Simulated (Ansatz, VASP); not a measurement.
## GaN in VASP and in Ansatz

The input POSCAR:

```
GaN
1.0
    0.0000000000      2.0452597773      2.0452597773
    2.0452597773      0.0000000000      2.0452597773
    2.0452597773      2.0452597773      0.0000000000
Ga N
1 1
Direct
    0.0000000000      0.0000000000      0.0000000000
    0.5000000000      0.5000000000      0.5000000000
```

File INCAR.step1:

```
  PREC = Accurate
  ENCUT = 520
  EDIFF = 1E-5
  ISMEAR = 0
  SIGMA = 0.01
  LREAL = False
  LASPH = True
  NELM = 100
  ALGO = Normal
  ISIF = 2
  LWAVE = True
  LCHARG = False
  NBANDS = 16
  GGA = PE
  KPAR = 4
```

The input INCAR.step2:

```
  PREC = Accurate
  ENCUT = 520
  EDIFF = 1E-6
  ISMEAR = 0
  SIGMA = 0.01
  LREAL = False
  LASPH = True
  NELM = 100
  ALGO = Normal
  ISIF = 2
  LWAVE = False
  LCHARG = False
  GGA = PE
  LHFCALC = True
  HFSCREEN = 0.2079
  PRECFOCK = Normal
  NBANDS = 16
  ISTART = 1
  KPAR = 4
```

Contents of KPOINTS:

```
regular mesh
0
Gamma
  8 8 8
```

Input for Ansatz:

```yaml
crystal:
  lattice:
    - [0.0, 2.0452597773, 2.0452597773]
    - [2.0452597773, 0.0, 2.0452597773]
    - [2.0452597773, 2.0452597773, 0.0]
  atoms:
    - { symbol: Ga, position: [0.0, 0.0, 0.0] }
    - { symbol: "N", position: [0.5, 0.5, 0.5] }
kpoints:
  mp_grid: { grid: [8, 8, 8] }
  band_path:
    path:
      - [0.0, 0.0, 0.0]
      - [0.5, 0.0, 0.5]
      - [0.625, 0.25, 0.625]
      - [0.375, 0.375, 0.75]
      - [0.5, 0.5, 0.5]
      - [0.5, 0.25, 0.75]
      - [0.179687, 0.179688, 0.356771]
      - [0.0, 0.5, 0.5]
    npoints: 1
hamiltonian:
  xc: hse06
scf:
  occupations: { method: fixed }
  n_extra_bands: 4
output:
  forces: true
  stress: true
  eigenvalues: true
  write_density: true
  write_potential: true
  elf: true
  volumetric_format: npy
```

Change from the starting cell: hydrostatic strain -3.0%.

Alike in both runs: task single point; functional HSE06; k mesh 8 × 8 × 8; no spin polarisation.

```csv
,VASP,Ansatz
version,VASP 6.6.1,Ansatz 0.2.0
potentials or method,"VASP PAW PBE potentials, release 64 (Ga_d, N)","plane waves, PAW"
plane-wave cutoff (eV),520,420
occupations,"gaussian, width 0.01 eV",fixed
valence electrons in the cell,18,18
```

|  | VASP | Ansatz | Ansatz less VASP |
| --- | --- | --- | --- |
| gap on the k mesh at the Fermi level (eV) | 2.64 | 2.65 | +0.010 |
| pressure (GPa) | 27.2 | 25.9 | -1.29 |

Ansatz's warnings: stress exchange threshold loose, stress scf threshold loose.
